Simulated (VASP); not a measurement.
# MgO (Cmc2_1) in VASP: a series of runs

The runs below take MgO through single point, with PBE.

Everything below comes from runs of VASP 6.6.1. Logs are shortened: lines on timing, memory, paths and dates and some standing lists are left out, and cuts for length are marked.

### 1 The cell of the first run

The structure is orthorhombic, space group Cmc2_1 (No. 36). Conventional cell: a = 3.281 Å, b = 5.682 Å, c = 10.514 Å, α = 90.00°, β = 90.00°, γ = 90.00°. Within 2.6 Å of Mg (site symmetry m) lie 4 O at 1.99 to 2.00 Å. Mg (site symmetry m) has 4 O at 1.99 to 2.02 Å within 2.6 Å. Within 2.6 Å of O (site symmetry m) lie 4 Mg at 1.99 to 2.00 Å. Within 2.6 Å of O (site symmetry m) lie 4 Mg at 1.99 to 2.02 Å.

### 2 Single point, PBE (mode 4 frozen in at +0.000 Å and mode 5 at -0.110 Å (largest displacements))

INCAR

```
SYSTEM = MgO
PREC = Accurate
ENCUT = 520
EDIFF = 1E-6
ISMEAR = 0
SIGMA = 0.05
LREAL = .False.
LASPH = .True.
NELM = 100
ALGO = Normal
ISIF = 2
LWAVE = .False.
LCHARG = .False.
GGA = PE
NBANDS = 26
```

KPOINTS

```
Automatic mesh
0
Gamma
  9 9 2
  0 0 0
```

POSCAR

```
MgO
1.0
    3.2805263433      0.0000000000      0.0000000000
   -1.6402631717      2.8410191511      0.0000000000
    0.0000000000      0.0000000000     10.5138967343
Mg O
4 4
Direct
    0.3139740833      0.6279481667      0.9694906392
    0.0134979456      0.0269958911      0.2208211786
   -0.0134979456     -0.0269958911      0.7208211786
    0.6860259167      0.3720518333      0.4694906392
    0.3187322647      0.6374645293      0.7800420079
    0.0177099873      0.0354199746      0.5296443544
   -0.0177099873     -0.0354199746      0.0296443544
    0.6812677353      0.3625354707      0.2800420079
```

Potentials or basis: VASP PAW PBE potentials, release 64 (Mg, O).

Command:

```sh
$ cat potpaw_PBE.64/Mg/POTCAR potpaw_PBE.64/O/POTCAR > POTCAR
$ mpirun -np 1 vasp_std > vasp.out
```

OUTCAR:

```text
SYSTEM = MgO
   PREC = Accurate
   ENCUT = 520
   EDIFF = 1E-6
   ISMEAR = 0
   LREAL = .False.
   LASPH = .True.
   NELM = 100
   ISIF = 2
   GGA = PE

 ion  position               nearest neighbor table
   1  0.314  0.628  0.969-   7 1.99   5 1.99   7 2.00   7 2.00   2 3.15   3 3.21   3 3.24   3 3.24
                             2 3.31   2 3.31
   2  0.013  0.027  0.221-   8 1.99   8 2.00   8 2.00   7 2.02   1 3.15   4 3.21   4 3.24   4 3.24
                             1 3.31   1 3.31
   3  0.987  0.973  0.721-   5 1.99   5 2.00   5 2.00   6 2.02   4 3.15   1 3.21   1 3.24   1 3.24
                             4 3.31   4 3.31
   4  0.686  0.372  0.469-   6 1.99   8 1.99   6 2.00   6 2.00   3 3.15   2 3.21   2 3.24   2 3.24
                             3 3.31   3 3.31
   5  0.319  0.637  0.780-   3 1.99   1 1.99   3 2.00   3 2.00
   6  0.018  0.035  0.530-   4 1.99   4 2.00   4 2.00   3 2.02
   7  0.982  0.965  0.030-   1 1.99   1 2.00   1 2.00   2 2.02
   8  0.681  0.363  0.280-   2 1.99   4 1.99   2 2.00   2 2.00

  LATTYP: Found a hexagonal cell.
 ALAT       =     3.2805263433
 C/A-ratio  =     3.2049420227

  Lattice vectors:

 A1 = (   3.2805263433,   0.0000000000,   0.0000000000)
 A2 = (  -1.6402631717,   2.8410191511,   0.0000000000)
 A3 = (   0.0000000000,   0.0000000000,  10.5138967343)

Analysis of symmetry for initial positions (statically):
=====================================================================
 Subroutine PRICEL returns:
 Original cell was already a primitive cell.

 Routine SETGRP: Setting up the symmetry group for a
 hexagonal supercell.

 Subroutine GETGRP returns: Found  4 space group operations
 (whereof  2 operations were pure point group operations)
 out of a pool of 24 trial point group operations.

The static configuration has the point symmetry C_1h.
 The point group associated with its full space group is C_2v.

Analysis of symmetry for dynamics (positions and initial velocities):
=====================================================================
 Subroutine PRICEL returns:
 Original cell was already a primitive cell.

 Routine SETGRP: Setting up the symmetry group for a
 hexagonal supercell.

 Subroutine GETGRP returns: Found  4 space group operations
 (whereof  2 operations were pure point group operations)
 out of a pool of 24 trial point group operations.

The dynamic configuration has the point symmetry C_1h.
 The point group associated with its full space group is C_2v.

 Subroutine INISYM returns: Found  4 space group operations
 (whereof  2 operations are pure point group operations),
 and found     1 'primitive' translations

----------------------------------------------------------------------------------------

                                     Primitive cell

  volume of cell :      97.9899

  direct lattice vectors                    reciprocal lattice vectors
     3.280526343  0.000000000  0.000000000     0.304829133  0.175993182  0.000000000
    -1.640263172  2.841019151  0.000000000     0.000000000  0.351986364  0.000000000
     0.000000000  0.000000000 10.513896734     0.000000000  0.000000000  0.095112214

  length of vectors
     3.280526343  3.280526343 10.513896734     0.351986364  0.351986364  0.095112214

  position of ions in fractional coordinates (direct lattice)
     0.313974083  0.627948167  0.969490639
     0.013497946  0.026995891  0.220821179
     0.986502054  0.973004109  0.720821179
     0.686025917  0.372051833  0.469490639
     0.318732265  0.637464529  0.780042008
     0.017709987  0.035419975  0.529644354
     0.982290013  0.964580025  0.029644354
     0.681267735  0.362535471  0.280042008

  ion indices of the primitive-cell ions
   primitive index   ion index
                 1           1
                 2           2
                 3           3
                 4           4
                 5           5
                 6           6
                 7           7
                 8           8

----------------------------------------------------------------------------------------

 KPOINTS: Automatic mesh

Automatic generation of k-mesh.
 Grid dimensions read from file:
 generate k-points for:    9    9    2

 Generating k-lattice:

  Cartesian coordinates                     Fractional coordinates (reciprocal lattice)
     0.033869904  0.019554798  0.000000000     0.111111111  0.000000000  0.000000000
     0.000000000  0.039109596  0.000000000     0.000000000  0.111111111  0.000000000
     0.000000000  0.000000000  0.047556107     0.000000000  0.000000000  0.500000000

  Length of vectors
     0.039109596  0.039109596  0.047556107

  Shift w.r.t. Gamma in fractional coordinates (k-lattice)
     0.000000000  0.000000000  0.000000000

 Subroutine IBZKPT returns following result:
 ===========================================

 Found     50 irreducible k-points:

 Following reciprocal coordinates:
            Coordinates               Weight
  0.000000  0.000000  0.000000      1.000000
  0.111111 -0.000000  0.000000      4.000000
  0.000000  0.111111  0.000000      2.000000
  0.222222  0.000000  0.000000      4.000000
  0.000000  0.222222  0.000000      2.000000
  0.333333  0.000000  0.000000      4.000000
[... 16 lines left out ...]
 -0.222222 -0.444444  0.000000      4.000000
  0.444444  0.333333  0.000000      4.000000
 [... further k-points ...]
   k-points           NKPTS =     50   k-points in BZ     NKDIM =     50   number of bands    NBANDS=     26
   number of dos      NEDOS =    301   number of ions     NIONS =      8
   total plane-waves  NPLWV =  46080
   dimension x,y,z NGX =    24 NGY =   24 NGZ =   80
   dimension x,y,z NGXF=    48 NGYF=   48 NGZF=  160
   ions per type =               4   4
   NGX,Y,Z   is equivalent  to a cutoff of  12.16, 12.16, 12.65 a.u.
   NGXF,Y,Z  is equivalent  to a cutoff of  24.32, 24.32, 25.30 a.u.
 SYSTEM =  MgO
   PREC   = accura    normal or accurate (medium, high low for compatibility)
   ISTART =      0    job   : 0-new  1-cont  2-samecut
   ICHARG =      2    charge: 1-file 2-atom 10-const
   ISPIN  =      1    spin polarized calculation?
   LNONCOLLINEAR =      F non collinear calculations
   LSORBIT =      F    spin-orbit coupling
   LASPH  =      T    aspherical Exc in radial PAW
   ENCUT  =  520.0 eV  38.22 Ry    6.18 a.u.   6.10  6.10 19.55*2*pi/ulx,y,z
   NELM   =    100;   NELMIN=  2; NELMDL= -5     # of ELM steps
   EDIFF  = 0.1E-05   stopping-criterion for ELM
   LREAL  =      F    real-space projection
   EDIFFG = 0.1E-04   stopping-criterion for IOM
   NSW    =      0    number of steps for IOM
   IBRION =     -1    ionic relax: 0-MD 1-quasi-New 2-CG
   NFREE  =      0    steps in history (QN), initial steepest desc. (CG)
   ISIF   =      2    stress and relaxation
   ISYM   =      2    0-nonsym 1-usesym 2-fastsym
   POTIM  = 0.5000    time-step for ionic-motion
   TEBEG  =    0.0;   TEEND  =   0.0 temperature during run
   PSTRESS=    0.0 pullay stress
   NELECT =      32.0000    total number of electrons
   NUPDOWN=      -1.0000    fix difference up-down
   EMIN   =  10.00;   EMAX   =-10.00  energy-range for DOS
   EFERMI =   0.00;   METHOD = LEGACY
   ISMEAR =     0;   SIGMA  =   0.05  broadening in eV -4-tet -1-fermi 0-gaus
   EFERMI_NEDOS =   21; number of points for ismear=-14 and -15
   IALGO  =     38    algorithm
   IMIX   =      4    mixing-type and parameters
     AMIX     =   0.40;   BMIX     =  1.00
     AMIX_MAG =   1.60;   BMIX_MAG =  1.00
  volume/ion in A,a.u.               =      12.25        82.66
  Fermi-wavevector in a.u.,A,eV,Ry     =   1.127365  2.130410 17.292335  1.270951
  Thomas-Fermi vector in A             =   2.264050
   LORBIT       =      0    0 simple, 1 ext, 2 COOP (PROOUT), +10 PAW based schemes
   GGA     = PE    functional components
   LHFCALC =     F    Hartree Fock is set to
   AEXX    =    0.0000 exact exchange contribution
   IVDW    =     0    specifies the selected vdW correction
   LEPSILON=     F    determine dielectric tensor
   LRPA    =     F    only Hartree local field effects (RPA)
 non-spin polarized calculation
 Gauss-broadening in eV      SIGMA  =   0.05
  energy-cutoff  :      520.00
  volume of cell :       97.99
 maximum number of plane-waves:      2688
   NGX = 13   NGY = 13   NGZ = 39

 number of electron      31.9999997 magnetization

 Free energy of the ion-electron system (eV)
  ---------------------------------------------------
  ext. energy  EPLUGINS =         0.00000000
  ---------------------------------------------------
  free energy    TOTEN  =       -46.88388398 eV

  energy without entropy =      -46.88388398  energy(sigma->0) =      -46.88388398

 E-fermi :   1.0483     XC(G=0):  -9.5883

 val. band max:        0.7482356969   @ k =   0.0000   0.0000   0.0000
 cond. band min:       4.1487378658   @ k =   0.0000   0.0000   0.0000
 fundamental gap:      3.4005021689
 Fermi energy:         1.0482765636

 k-point     1 :       0.0000    0.0000    0.0000
  band No.  band energies     occupation
      1     -15.1865      2.00000
      2     -14.8765      2.00000
      3     -14.8640      2.00000
      4     -14.5287      2.00000
      5      -2.3019      2.00000
      6      -1.1460      2.00000
[... 18 lines left out ...]
     25      15.1009      0.00000
     26      15.6842      0.00000

 k-point     2 :       0.1111   -0.0000    0.0000
  band No.  band energies     occupation
      1     -15.1267      2.00000
      2     -14.8312      2.00000
      3     -14.8199      2.00000
      4     -14.5023      2.00000
      5      -2.1776      2.00000
      6      -1.1893      2.00000
[... 18 lines left out ...]
     25      14.7963      0.00000
     26      15.0343      0.00000

 k-point     3 :       0.0000    0.1111    0.0000
  band No.  band energies     occupation
      1     -15.1259      2.00000
      2     -14.8320      2.00000
      3     -14.8189      2.00000
      4     -14.5032      2.00000
      5      -2.1762      2.00000
      6      -1.1921      2.00000
[... 18 lines left out ...]
     25      14.6797      0.00000
     26      15.0946      0.00000

 k-point     4 :       0.2222    0.0000    0.0000
  band No.  band energies     occupation
      1     -14.9672      2.00000
      2     -14.7134      2.00000
      3     -14.7060      2.00000
      4     -14.4389      2.00000
      5      -1.8314      2.00000
      6      -1.4268      2.00000
[... 18 lines left out ...]
     25      14.0611      0.00000
     26      14.3782      0.00000

 k-point     5 :       0.0000    0.2222    0.0000
  band No.  band energies     occupation
      1     -14.9637      2.00000
      2     -14.7171      2.00000
      3     -14.7018      2.00000
      4     -14.4430      2.00000
      5      -1.8261      2.00000
      6      -1.4190      2.00000
[... 18 lines left out ...]
     25      14.0381      0.00000
     26      14.2854      0.00000

 k-point     6 :       0.3333    0.0000    0.0000
  band No.  band energies     occupation
      1     -14.7644      2.00000
      2     -14.5758      2.00000
      3     -14.5712      2.00000
      4     -14.3790      2.00000
      5      -1.8916      2.00000
      6      -1.7272      2.00000
[... 427 lines left out ...]
 k-point    21 :      -0.4444    0.2222    0.0000
  band No.  band energies     occupation
      1     -14.6681      2.00000
      2     -14.5194      2.00000
      3     -14.5072      2.00000
      4     -14.3588      2.00000
      5      -1.7682      2.00000
      6      -1.6368      2.00000
[... 18 lines left out ...]
     25      13.3516      0.00000
     26      13.7183      0.00000

 k-point    22 :       0.3333    0.2222    0.0000
  band No.  band energies     occupation
      1     -14.5223      2.00000
      2     -14.4479      2.00000
      3     -14.4390      2.00000
      4     -14.3683      2.00000
      5      -1.9063      2.00000
      6      -1.7007      2.00000
[... 18 lines left out ...]
     25      13.3159      0.00000
     26      13.5408      0.00000

 k-point    23 :      -0.2222   -0.4444    0.0000
  band No.  band energies     occupation
      1     -14.5081      2.00000
      2     -14.4561      2.00000
      3     -14.4302      2.00000
      4     -14.3831      2.00000
      5      -1.8473      2.00000
      6      -1.7343      2.00000
[... 18 lines left out ...]
     25      13.4679      0.00000
     26      13.7242      0.00000

 k-point    24 :       0.4444    0.3333    0.0000
  band No.  band energies     occupation
      1     -14.5289      2.00000
      2     -14.4554      2.00000
      3     -14.4314      2.00000
      4     -14.3618      2.00000
      5      -1.9005      2.00000
      6      -1.6855      2.00000
[... 18 lines left out ...]
     25      13.2625      0.00000
     26      13.4909      0.00000

 [... further k-points ...]
[... 5 lines left out ...]
  --------------------------------------------------------------------------------------
  -------------------------------------------------------------------------------------
  Total       -0.9355734      0.2517625     -0.2601651     -0.0000000      0.0000000      0.0000000
  in kB      -15.2970278      4.1164257     -4.2538120     -0.0000000      0.0000000      0.0000000
  external PRESSURE =      -5.1448047 kB  Pullay stress =       0.0000000 kB

 VOLUME and BASIS-vectors are now :
 -----------------------------------------------------------------------------
  energy-cutoff  :      520.00
  volume of cell :       97.99
      direct lattice vectors                 reciprocal lattice vectors
     3.280526343  0.000000000  0.000000000     0.304829133  0.175993182  0.000000000
    -1.640263172  2.841019151  0.000000000     0.000000000  0.351986364  0.000000000
     0.000000000  0.000000000 10.513896734     0.000000000  0.000000000  0.095112214

 POSITION                                       TOTAL-FORCE (eV/Angst)
 -----------------------------------------------------------------------------------
     -0.00000      1.78401     10.19312        -0.000000      0.139447     -0.021390
      0.00000      0.07670      2.32169         0.000000     -0.097651     -0.021754
      1.64026      2.76432      7.57864        -0.000000      0.097651     -0.021754
      1.64026      1.05701      4.93618         0.000000     -0.139447     -0.021390
      0.00000      1.81105      8.20128        -0.000000      0.074976      0.008467
     -0.00000      0.10063      5.56863         0.000000     -0.086620      0.034677
      1.64026      2.74039      0.31168        -0.000000      0.086620      0.034677
      1.64026      1.02997      2.94433         0.000000     -0.074976      0.008467
 -----------------------------------------------------------------------------------
    total drift:                                0.000000      0.000000     -0.001018

  FREE ENERGIE OF THE ION-ELECTRON SYSTEM (eV)
  ---------------------------------------------------
  free  energy   TOTEN  =       -46.8838839761 eV

  energy  without entropy=      -46.8838839761  energy(sigma->0) =      -46.88388398
```

It took 1.7 min on 1 thread of Intel Xeon 6975P-C, shared host; peak memory 0.26 GiB.

What came out:

```
Free energy            : -46.8839 eV
Pressure               : -0.5 GPa
Largest force          : 0.141 eV/Å
Band gap on the k mesh : 3.40 eV, direct
```

Forces in eV/Å, atoms in the order of the input:
```
Mg   0.000  0.139 -0.021
Mg   0.000 -0.098 -0.022
Mg   0.000  0.098 -0.022
Mg   0.000 -0.139 -0.021
O    0.000  0.075  0.008
O    0.000 -0.087  0.035
O    0.000  0.087  0.035
O    0.000 -0.075  0.008
```

Stress tensor (GPa, compression positive):
```
-1.53  0.00  0.00
 0.00  0.41  0.00
 0.00  0.00 -0.43
```

Caveat: the cell differs from its parent crystal (mode 4 frozen in at +0.000 Å and mode 5 at -0.110 Å (largest displacements)).

### 3 Single point, PBE (mode 4 frozen in at +0.000 Å and mode 5 at -0.330 Å (largest displacements))

INCAR

```
ALGO = Normal ; EDIFF = 1E-6
ENCUT = 520 ; GGA = PE
ISIF = 2 ; ISMEAR = 0
LASPH = T ; LCHARG = F
LREAL = F ; LWAVE = F
NBANDS = 26 ; NELM = 60
PREC = Accurate ; SIGMA = 0.05
```

KPOINTS

```
k-points
0
Gamma
  9 9 2
```

POSCAR

```
MgO
1.0
    3.2805263433      0.0000000000      0.0000000000
   -1.6402631717      2.8410191511      0.0000000000
    0.0000000000      0.0000000000     10.5138967343
Mg O
4 4
Direct
    0.2752555833      0.5505111667      0.9694906392
    0.0404938367      0.0809876733      0.2208211786
   -0.0404938367     -0.0809876733      0.7208211786
    0.7247444167      0.4494888333      0.4694906392
    0.2895301274      0.5790602547      0.7800420079
    0.0531299620      0.1062599239      0.5296443544
   -0.0531299620     -0.1062599239      0.0296443544
    0.7104698726      0.4209397453      0.2800420079
```

Potentials or basis: VASP PAW PBE potentials, release 64 (Mg, O).

Command:

```sh
$ cat potpaw_PBE.64/Mg/POTCAR potpaw_PBE.64/O/POTCAR > POTCAR
$ mpirun -np 1 vasp_std > vasp.out
```

Run time: 96 s. Hardware: 1 thread of Intel Xeon 6975P-C, shared host; peak memory 0.25 GiB.

The run converged. Its results:

```yaml
Free_energy: -46.5535 eV
Pressure: -1.0 GPa
Largest_force: 0.509 eV/Å
Band_gap_on_the_k_mesh: 3.12 eV, direct
```

Forces in eV/Å, atoms in the order of the input:
```
Mg   0.000  0.468 -0.200
Mg   0.000 -0.321 -0.089
Mg   0.000  0.321 -0.089
Mg   0.000 -0.468 -0.200
O    0.000  0.274  0.085
O    0.000 -0.300  0.204
O    0.000  0.300  0.204
O    0.000 -0.274  0.085
```

Stress tensor (GPa, compression positive):
```
-3.61  0.00  0.00
 0.00  0.37  0.00
 0.00  0.00  0.26
```

Levels at points of the mesh, in eV from the valence-band top:
```csv
k point,band 14,band 15,band 16,band 17,band 18,band 19
"(0.00, 0.00, 0.00)",-0.32,-0.30,0.00,3.12,5.36,5.62
"(0.00, 0.00, 0.50)",-0.34,-0.31,-0.31,3.96,3.96,7.04
```

Caveat: the cell differs from its parent crystal (mode 4 frozen in at +0.000 Å and mode 5 at -0.330 Å (largest displacements)).
